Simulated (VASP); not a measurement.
# SnBi2O5 (Amm2) in VASP: further runs

The runs below take SnBi2O5 through single point, with PBE.

Program: VASP 6.6.1. These are calculated values, not measurements. Logs are shortened: lines on timing, memory, paths and dates and some standing lists are left out, and cuts for length are marked.

## 1. The cell of the first run

The structure is orthorhombic, space group Amm2 (No. 38). Conventional cell: a = 9.092 Å, b = 5.856 Å, c = 8.892 Å, α = 90.00°, β = 90.00°, γ = 90.00°. Within 2.7 Å of Sn (site symmetry mm2) lie 5 O at 2.03 to 2.07 Å. Within 2.7 Å of Bi (site symmetry m) lie 3 O at 2.06 to 2.17 Å. O (site symmetry 1) has 1 Sn at 2.03 Å and 1 Bi at 2.06 Å and 1 O at 2.75 Å within 2.8 Å. O (site symmetry mm2) has 1 Sn at 2.07 Å and 2 Bi at 2.17 Å within 2.7 Å.

The cell was generated, and may not be a known phase.

## 2. Single point, PBE

Input file INCAR:

```
PREC     = Accurate       # precision mode
ENCUT    = 520            # plane-wave cutoff, eV
EDIFF    = 1E-6           # SCF threshold, eV
ISMEAR   = 0              # smearing method
SIGMA    = 0.02           # smearing width, eV
LREAL    = False          # projectors in reciprocal space
LASPH    = True           # aspherical terms in the spheres
NELM     = 60             # most SCF steps
ALGO     = Normal         # electronic algorithm
ISIF     = 2              # what is computed and relaxed
LWAVE    = False          # write WAVECAR
LCHARG   = True           # write CHGCAR
GGA      = PE             # functional
LELF     = True           # ELF
LVHAR    = True         
NBANDS   = 47             # bands
```

Input file KPOINTS:

```
regular mesh
0
Gamma
  4 6 6
```

Input file POSCAR:

```
SnBi2O5
1.0
    9.0917477913      0.0000000000      0.0000000000
    0.0000000000      2.9281154000      4.4457614860
    0.0000000000     -2.9281154000      4.4457614860
Sn Bi O
1 2 5
Direct
    0.0000000000      0.3473460223      0.3473460223
    0.2125516164      0.6897905257      0.6897905257
    0.7874483836      0.6897905257      0.6897905257
    0.1636684393      0.5685724411      0.0981635860
    0.8363315607      0.0981635860      0.5685724411
    0.1636684393      0.0981635860      0.5685724411
    0.8363315607      0.5685724411      0.0981635860
    0.0000000000      0.5796951320      0.5796951320
```

Potentials or basis: VASP PAW PBE potentials, release 64 (Sn_d, Bi_d, O).

On the command line:

```
> cat potpaw_PBE.64/Sn_d/POTCAR potpaw_PBE.64/Bi_d/POTCAR potpaw_PBE.64/O/POTCAR > POTCAR
> mpirun -np 1 vasp_std > vasp.out
```

OUTCAR:

```text
PREC = Accurate
   ENCUT = 520
   EDIFF = 1E-6
   ISMEAR = 0
   LREAL = False
   LASPH = True
   NELM = 60
   ISIF = 2
   GGA = PE

 ion  position               nearest neighbor table
   1  0.000  0.347  0.347-   4 2.03   5 2.03   6 2.03   7 2.03   8 2.07   3 3.61   2 3.61   2 3.78
                             3 3.78   2 3.78   3 3.78
   2  0.213  0.690  0.690-   4 2.06   6 2.06   8 2.17   1 3.61   1 3.78   1 3.78   3 3.86
   3  0.787  0.690  0.690-   5 2.06   7 2.06   8 2.17   1 3.61   1 3.78   1 3.78   2 3.86
   4  0.164  0.569  0.098-   1 2.03   2 2.06
   5  0.836  0.098  0.569-   1 2.03   3 2.06
   6  0.164  0.098  0.569-   1 2.03   2 2.06
   7  0.836  0.569  0.098-   1 2.03   3 2.06
   8  0.000  0.580  0.580-   1 2.07   2 2.17   3 2.17

  LATTYP: Found a base centered orthorhombic cell.
 ALAT       =     5.8562308000
 B/A-ratio  =     1.5183013231
 C/A-ratio  =     1.5524913723

  Lattice vectors:

 A1 = (   0.0000000000,   2.9281154000,  -4.4457614860)
 A2 = (   0.0000000000,   2.9281154000,   4.4457614860)
 A3 = (   9.0917477913,   0.0000000000,   0.0000000000)

Analysis of symmetry for initial positions (statically):
=====================================================================
 Subroutine PRICEL returns:
 Original cell was already a primitive cell.

 Routine SETGRP: Setting up the symmetry group for a
 base centered orthorhombic supercell.

 Subroutine GETGRP returns: Found  4 space group operations
 (whereof  4 operations were pure point group operations)
 out of a pool of  8 trial point group operations.

The static configuration has the point symmetry C_2v.

Analysis of symmetry for dynamics (positions and initial velocities):
=====================================================================
 Subroutine PRICEL returns:
 Original cell was already a primitive cell.

 Routine SETGRP: Setting up the symmetry group for a
 base centered orthorhombic supercell.

 Subroutine GETGRP returns: Found  4 space group operations
 (whereof  4 operations were pure point group operations)
 out of a pool of  8 trial point group operations.

The dynamic configuration has the point symmetry C_2v.

 Subroutine INISYM returns: Found  4 space group operations
 (whereof  4 operations are pure point group operations),
 and found     1 'primitive' translations

----------------------------------------------------------------------------------------

                                     Primitive cell

  volume of cell :     236.7073

  direct lattice vectors                    reciprocal lattice vectors
     9.091747791  0.000000000  0.000000000     0.109989853  0.000000000  0.000000000
     0.000000000  2.928115400  4.445761486     0.000000000  0.170758297  0.112466672
     0.000000000 -2.928115400  4.445761486     0.000000000 -0.170758297  0.112466672

  length of vectors
     9.091747791  5.323406333  5.323406333     0.109989853  0.204467964  0.204467964

  position of ions in fractional coordinates (direct lattice)
     0.000000000  0.347346022  0.347346022
     0.212551616  0.689790526  0.689790526
     0.787448384  0.689790526  0.689790526
     0.163668439  0.568572441  0.098163586
     0.836331561  0.098163586  0.568572441
     0.163668439  0.098163586  0.568572441
     0.836331561  0.568572441  0.098163586
     0.000000000  0.579695132  0.579695132

  ion indices of the primitive-cell ions
   primitive index   ion index
                 1           1
                 2           2
                 3           3
                 4           4
                 5           5
                 6           6
                 7           7
                 8           8

----------------------------------------------------------------------------------------

 KPOINTS: regular mesh

Automatic generation of k-mesh.
 Grid dimensions read from file:
 generate k-points for:    4    6    6

 Generating k-lattice:

  Cartesian coordinates                     Fractional coordinates (reciprocal lattice)
     0.027497463  0.000000000  0.000000000     0.250000000  0.000000000  0.000000000
     0.000000000  0.028459716  0.018744445     0.000000000  0.166666667  0.000000000
     0.000000000 -0.028459716  0.018744445     0.000000000  0.000000000  0.166666667

  Length of vectors
     0.027497463  0.034077994  0.034077994

  Shift w.r.t. Gamma in fractional coordinates (k-lattice)
     0.000000000  0.000000000  0.000000000

 Subroutine IBZKPT returns following result:
 ===========================================

 Found     39 irreducible k-points:

 Following reciprocal coordinates:
            Coordinates               Weight
  0.000000  0.000000  0.000000      1.000000
  0.250000  0.000000  0.000000      2.000000
  0.500000  0.000000  0.000000      1.000000
  0.000000  0.166667 -0.000000      4.000000
  0.250000  0.166667 -0.000000      8.000000
  0.500000  0.166667 -0.000000      4.000000
[... 16 lines left out ...]
  0.250000 -0.333333  0.166667      8.000000
  0.500000 -0.333333  0.166667      4.000000
 [... further k-points ...]
   k-points           NKPTS =     39   k-points in BZ     NKDIM =     39   number of bands    NBANDS=     47
   number of dos      NEDOS =    301   number of ions     NIONS =      8
   total plane-waves  NPLWV = 112000
   dimension x,y,z NGX =    70 NGY =   40 NGZ =   40
   dimension x,y,z NGXF=   140 NGYF=   80 NGZF=   80
   ions per type =               1   2   5
   NGX,Y,Z   is equivalent  to a cutoff of  12.80, 12.49, 12.49 a.u.
   NGXF,Y,Z  is equivalent  to a cutoff of  25.60, 24.98, 24.98 a.u.
 SYSTEM =  unknown system
   PREC   = accura    normal or accurate (medium, high low for compatibility)
   ISTART =      0    job   : 0-new  1-cont  2-samecut
   ICHARG =      2    charge: 1-file 2-atom 10-const
   ISPIN  =      1    spin polarized calculation?
   LNONCOLLINEAR =      F non collinear calculations
   LSORBIT =      F    spin-orbit coupling
   LASPH  =      T    aspherical Exc in radial PAW
   ENCUT  =  520.0 eV  38.22 Ry    6.18 a.u.  16.90  9.90  9.90*2*pi/ulx,y,z
   NELM   =     60;   NELMIN=  2; NELMDL= -5     # of ELM steps
   EDIFF  = 0.1E-05   stopping-criterion for ELM
   LREAL  =      F    real-space projection
   EDIFFG = 0.1E-04   stopping-criterion for IOM
   NSW    =      0    number of steps for IOM
   IBRION =     -1    ionic relax: 0-MD 1-quasi-New 2-CG
   NFREE  =      0    steps in history (QN), initial steepest desc. (CG)
   ISIF   =      2    stress and relaxation
   ISYM   =      2    0-nonsym 1-usesym 2-fastsym
   POTIM  = 0.5000    time-step for ionic-motion
   TEBEG  =    0.0;   TEEND  =   0.0 temperature during run
   PSTRESS=    0.0 pullay stress
   NELECT =      74.0000    total number of electrons
   NUPDOWN=      -1.0000    fix difference up-down
   EMIN   =  10.00;   EMAX   =-10.00  energy-range for DOS
   EFERMI =   0.00;   METHOD = LEGACY
   ISMEAR =     0;   SIGMA  =   0.02  broadening in eV -4-tet -1-fermi 0-gaus
   EFERMI_NEDOS =   21; number of points for ismear=-14 and -15
   IALGO  =     38    algorithm
   IMIX   =      4    mixing-type and parameters
     AMIX     =   0.40;   BMIX     =  1.00
     AMIX_MAG =   1.60;   BMIX_MAG =  1.00
  volume/ion in A,a.u.               =      29.59       199.67
  Fermi-wavevector in a.u.,A,eV,Ry     =   1.111087  2.099650 16.796595  1.234515
  Thomas-Fermi vector in A             =   2.247646
   LORBIT       =      0    0 simple, 1 ext, 2 COOP (PROOUT), +10 PAW based schemes
   GGA     = PE    functional components
   LHFCALC =     F    Hartree Fock is set to
   AEXX    =    0.0000 exact exchange contribution
   IVDW    =     0    specifies the selected vdW correction
   LEPSILON=     F    determine dielectric tensor
   LRPA    =     F    only Hartree local field effects (RPA)
 non-spin polarized calculation
 Gauss-broadening in eV      SIGMA  =   0.02
  energy-cutoff  :      520.00
  volume of cell :      236.71
 maximum number of plane-waves:      6404
 NGX is ok and might be reduce to    70
   NGX = 33   NGY = 19   NGZ = 19

 number of electron      74.0000006 magnetization

 Free energy of the ion-electron system (eV)
  ---------------------------------------------------
  ext. energy  EPLUGINS =         0.00000000
  ---------------------------------------------------
  free energy    TOTEN  =       -45.47030138 eV

  energy without entropy =      -45.47030138  energy(sigma->0) =      -45.47030138

 E-fermi :   0.2084     XC(G=0):  -6.7263

 val. band max:        0.0924515625   @ k =   0.0000   0.5000   0.5000
 cond. band min:       2.1685098145   @ k =   0.0000   0.5000   0.5000
 fundamental gap:      2.0760582521
 Fermi energy:         0.2084323743

 k-point     1 :       0.0000    0.0000    0.0000
  band No.  band energies     occupation
      1     -22.2899      2.00000
      2     -22.1333      2.00000
      3     -22.1184      2.00000
      4     -22.0901      2.00000
      5     -21.9273      2.00000
      6     -21.9110      2.00000
[... 39 lines left out ...]
     46       7.3440      0.00000
     47       7.6913      0.00000

 k-point     2 :       0.2500    0.0000    0.0000
  band No.  band energies     occupation
      1     -22.2898      2.00000
      2     -22.1333      2.00000
      3     -22.1184      2.00000
      4     -22.0902      2.00000
      5     -21.9272      2.00000
      6     -21.9111      2.00000
[... 39 lines left out ...]
     46       7.4818      0.00000
     47       7.8661      0.00000

 k-point     3 :       0.5000    0.0000    0.0000
  band No.  band energies     occupation
      1     -22.2896      2.00000
      2     -22.1333      2.00000
      3     -22.1184      2.00000
      4     -22.0904      2.00000
      5     -21.9271      2.00000
      6     -21.9112      2.00000
[... 1039 lines left out ...]
     46       7.3652      0.00000
     47       8.0322      0.00000

 k-point    24 :       0.5000   -0.3333    0.1667
  band No.  band energies     occupation
      1     -22.2816      2.00000
      2     -22.1278      2.00000
      3     -22.1124      2.00000
      4     -22.0968      2.00000
      5     -21.9263      2.00000
      6     -21.9101      2.00000
[... 39 lines left out ...]
     46       7.1873      0.00000
     47       8.1709      0.00000

 [... further k-points ...]

------------------------ aborting loop because EDIFF is reached ----------------------------------------

  FORCE on cell =-STRESS in cart. coord.  units (eV):
  Direction    XX          YY          ZZ          XY          YZ          ZX
  --------------------------------------------------------------------------------------
  -------------------------------------------------------------------------------------
  Total        0.2819709      0.3753311      0.1730466      0.0000000      0.0000000      0.0000000
  in kB        1.9085480      2.5404658      1.1712831      0.0000000      0.0000000      0.0000000
  external PRESSURE =       1.8734323 kB  Pullay stress =       0.0000000 kB

 VOLUME and BASIS-vectors are now :
 -----------------------------------------------------------------------------
  energy-cutoff  :      520.00
  volume of cell :      236.71
      direct lattice vectors                 reciprocal lattice vectors
     9.091747791  0.000000000  0.000000000     0.109989853  0.000000000  0.000000000
     0.000000000  2.928115400  4.445761486     0.000000000  0.170758297  0.112466672
     0.000000000 -2.928115400  4.445761486     0.000000000 -0.170758297  0.112466672

 POSITION                                       TOTAL-FORCE (eV/Angst)
 -----------------------------------------------------------------------------------
      0.00000      0.00000      3.08844         0.000000      0.000000     -0.015870
      1.93247      0.00000      6.13329         0.065172      0.000000     -0.062944
      7.15928      0.00000      6.13329        -0.065172      0.000000     -0.062944
      1.48803      1.37741      2.96415         0.019877     -0.003920      0.027800
      7.60372     -1.37741      2.96415        -0.019877      0.003920      0.027800
      1.48803     -1.37741      2.96415         0.019877      0.003920      0.027800
      7.60372      1.37741      2.96415        -0.019877     -0.003920      0.027800
      0.00000      0.00000      5.15437         0.000000      0.000000      0.030557
 -----------------------------------------------------------------------------------
    total drift:                               -0.000000      0.000000     -0.000251

  FREE ENERGIE OF THE ION-ELECTRON SYSTEM (eV)
  ---------------------------------------------------
  free  energy   TOTEN  =       -45.4703013766 eV

  energy  without entropy=      -45.4703013766  energy(sigma->0) =      -45.47030138
```

Wall time 5.3 min (1 thread of Intel Xeon 6975P-C (Granite Rapids), shared host); peak memory 0.56 GiB.

Results:

* Free energy: -45.4703 eV
* Pressure: 0.2 GPa
* Largest force: 0.091 eV/Å
* Band gap on the k mesh: 2.08 eV

Forces on the atoms (eV/Å):
```
Sn   0.000  0.000 -0.016
Bi   0.065  0.000 -0.063
Bi  -0.065  0.000 -0.063
O    0.020 -0.004  0.028
O   -0.020  0.004  0.028
O    0.020  0.004  0.028
O   -0.020 -0.004  0.028
O    0.000  0.000  0.031
```

Stress tensor (GPa, compression positive):
```
0.19 0.00 0.00
0.00 0.25 0.00
0.00 0.00 0.12
```

Caveat: spin-orbit coupling is left out, which moves the levels of the heavy elements. A k mesh can miss the band edges.

(Continued in part 2 of 2.)
